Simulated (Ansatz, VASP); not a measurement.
Two plane-wave programs on Y

INCAR

```
SYSTEM = Y
ALGO     = Fast           ! electronic algorithm
EDIFF    = 1E-7           ! SCF threshold, eV
ENCUT    = 520            ! plane-wave cutoff, eV
GGA      = PS             ! functional
ISIF     = 2              ! what is computed and relaxed
ISMEAR   = 0              ! smearing method
LASPH    = .True.         ! aspherical terms in the spheres
LCHARG   = .False.        ! write CHGCAR
LREAL    = .False.        ! projectors in reciprocal space
LWAVE    = .False.        ! write WAVECAR
NBANDS   = 18             ! bands
NELM     = 80             ! most SCF steps
PREC     = Accurate       ! precision mode
SIGMA    = 0.15           ! smearing width, eV
```

Contents of KPOINTS:

```
k-points
0
Gamma
  18 18 8
  0 0 0
```

The input POSCAR:

```
Y
1.0
    3.6514992371      0.0000000000      0.0000000000
   -1.8257496185      3.1622911012      0.0000000000
    0.0000000000      0.0000000000      5.8910850000
Y
2
Direct
    0.3333333333      0.6666666667      0.2500000000
    0.6666666667      0.3333333333      0.7500000000
```

Input for Ansatz:

```yaml
crystal:
  lattice:
    - [3.6514992371, 0.0, 0.0]
    - [-1.8257496185, 3.1622911012, 0.0]
    - [0.0, 0.0, 5.891085]
  atoms:
    - { symbol: "Y", position: [0.3333333333, 0.6666666667, 0.25] }
    - { symbol: "Y", position: [0.6666666667, 0.3333333333, 0.75] }
basis:
  ecutwfc: 420
kpoints:
  mp_grid: { grid: [18, 18, 8] }
hamiltonian:
  xc: pbesol
scf:
  occupations: { method: gaussian, width: 0.15 }
output:
  forces: true
  stress: true
  eigenvalues: true
```

Change from the starting cell: strain +0.000 along x and y, +0.025 along z, atoms carried along.

Alike in both runs: task single point; functional PBEsol; k mesh 18 × 18 × 8; occupations gaussian, width 0.15 eV; no spin polarisation.

```csv
,VASP,Ansatz
version,VASP 6.6.1,Ansatz 0.2.0
potentials or method,"VASP PAW PBE potentials, release 64 (Y_sv), cutoff 520 eV","scalar-relativistic, plane waves, PAW"
valence electrons in the cell,22,22
```

|  | VASP | Ansatz | Ansatz less VASP |
| --- | --- | --- | --- |
| gap on the k mesh at the Fermi level (eV) | none | none | - |
| pressure (GPa) | -3.2 | -3.1 | +0.09 |
| traceless stress, the component that is largest in VASP (GPa) | -1.29 | -1.29 | -0.004 |

VASP's potentials were made for PBE, not for PBEsol. A gap of «none» marks a metal or a gap that the smearing closes.
